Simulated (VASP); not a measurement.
# Au (Fm-3m) in VASP: a series of runs, part 2 of 2

VASP 6.6.1.

## Step 3: Single point, HSE06

This run uses another cell than the first one, of 16.18 Å³/atom.

Contents of POSCAR:

```
Au
1.0
    0.0000000000      2.0074966285      2.0074966285
    2.0074966285      0.0000000000      2.0074966285
    2.0074966285      2.0074966285      0.0000000000
Au
1
Direct
    0.0000000000      0.0000000000      0.0000000000
```

Contents of INCAR.step1:

```
SYSTEM = Au
PREC = Accurate
ENCUT = 520
EDIFF = 1E-5
ISMEAR = -1
SIGMA = 0.05
LREAL = .False.
LASPH = .True.
NELM = 80
ALGO = Normal
ISIF = 2
LWAVE = .True.
LCHARG = .False.
NBANDS = 12
GGA = PE
```

Contents of INCAR.step2:

```
SYSTEM = Au
PREC = Accurate
ENCUT = 520
EDIFF = 1E-6
ISMEAR = -1
SIGMA = 0.05
LREAL = .False.
LASPH = .True.
NELM = 80
ALGO = Normal
ISIF = 2
LWAVE = .False.
LCHARG = .False.
GGA = PE
LHFCALC = .True.
HFSCREEN = 0.2079
PRECFOCK = Normal
NBANDS = 12
ISTART = 1
```

Contents of KPOINTS:

```
Automatic mesh
0
Gamma
  6 6 6
  0 0 0
```

Potentials or basis: VASP PAW PBE potentials, release 64 (Au).

Started as:

```
$ cat potpaw_PBE.64/Au/POTCAR > POTCAR
$ cp INCAR.step1 INCAR
$ mpirun -np 1 vasp_std > vasp.out
$ cp INCAR.step2 INCAR
$ mpirun -np 1 vasp_std > vasp.out
```

OUTCAR:

```text
SYSTEM = Au
   PREC = Accurate
   ENCUT = 520
   EDIFF = 1E-6
   ISMEAR = -1
   LREAL = .False.
   LASPH = .True.
   NELM = 80
   ISIF = 2
   GGA = PE
   LHFCALC = .True.
   HFSCREEN = 0.2079
   PRECFOCK = Normal
   ISTART = 1

 ion  position               nearest neighbor table
   1  0.000  0.000  0.000-

  LATTYP: Found a face centered cubic cell.
 ALAT       =     4.0149932570

  Lattice vectors:

 A1 = (   0.0000000000,   2.0074966285,   2.0074966285)
 A2 = (   2.0074966285,   0.0000000000,   2.0074966285)
 A3 = (   2.0074966285,   2.0074966285,   0.0000000000)

Analysis of symmetry for initial positions (statically):
=====================================================================
 Subroutine PRICEL returns:
 Original cell was already a primitive cell.

 Routine SETGRP: Setting up the symmetry group for a
 face centered cubic supercell.

 Subroutine GETGRP returns: Found 48 space group operations
 (whereof 48 operations were pure point group operations)
 out of a pool of 48 trial point group operations.

The static configuration has the point symmetry O_h .

[... 164 lines left out ...]
 k-point     1 :       0.0000    0.0000    0.0000
  band No.  band energies     occupation
      1      -1.3761      2.00000
      2       3.9850      2.00000
      3       3.9850      2.00000
      4       3.9850      2.00000
      5       5.7124      2.00000
      6       5.7124      2.00000
      7      25.5739      0.00000
      8      30.0690      0.00000
      9      30.0690      0.00000
     10      30.0690      0.00000
     11      35.0546      0.00000
     12      40.6895      0.00000
[... 211 lines left out ...]
 k-point    16 :      -0.3333    0.5000    0.1667
  band No.  band energies     occupation
      1       2.0983      2.00000
      2       2.4529      2.00000
      3       4.9238      2.00000
      4       6.0855      2.00000
      5       7.6490      2.00000
      6      14.8452      0.00000
      7      16.3459      0.00000
      8      19.3278      0.00000
      9      20.7444      0.00000
     10      32.9417      0.00000
     11      33.7323      0.00000
     12      36.8142      0.00000

------------------------ aborting loop because EDIFF is reached ----------------------------------------

  FORCE on cell =-STRESS in cart. coord.  units (eV):
  Direction    XX          YY          ZZ          XY          YZ          ZX
  --------------------------------------------------------------------------------------
  -------------------------------------------------------------------------------------
  Total        1.7385382      1.7385382      1.7385382      0.0000000      0.0000000      0.0000000
  in kB      172.1473578    172.1473578    172.1473578      0.0000000      0.0000000      0.0000000
  external PRESSURE =     172.1473578 kB  Pullay stress =       0.0000000 kB

 VOLUME and BASIS-vectors are now :
 -----------------------------------------------------------------------------
  energy-cutoff  :      520.00
  volume of cell :       16.18
      direct lattice vectors                 reciprocal lattice vectors
     0.000000000  2.007496629  2.007496629    -0.249066421  0.249066421  0.249066421
     2.007496629  0.000000000  2.007496629     0.249066421 -0.249066421  0.249066421
     2.007496629  2.007496629  0.000000000     0.249066421  0.249066421 -0.249066421

 POSITION                                       TOTAL-FORCE (eV/Angst)
 -----------------------------------------------------------------------------------
      0.00000      0.00000      0.00000         0.000000      0.000000      0.000000
 -----------------------------------------------------------------------------------
    total drift:                               -0.000000      0.000000     -0.000000

  FREE ENERGIE OF THE ION-ELECTRON SYSTEM (eV)
  ---------------------------------------------------
  free  energy   TOTEN  =        -3.2670444158 eV

  energy  without entropy=       -3.2596284877  energy(sigma->0) =       -3.26333645
```

Run time: 3.2 min. Hardware: 1 thread of Intel Xeon 6975P-C (Granite Rapids), shared host; peak memory 0.24 GiB.

Results:

* Free energy: -3.2670 eV
* Pressure: 17.2 GPa
* Band gap on the k mesh: zero (an odd number of electrons rules out a gap without spin polarisation)

Caveat: the k points lie up to 0.45 Å⁻¹ apart, too coarse for converged energies and pressures of a metal; the PAW data sets were made with another functional, which shifts forces and pressure a little; spin-orbit coupling is left out, which moves the levels of the heavy elements.
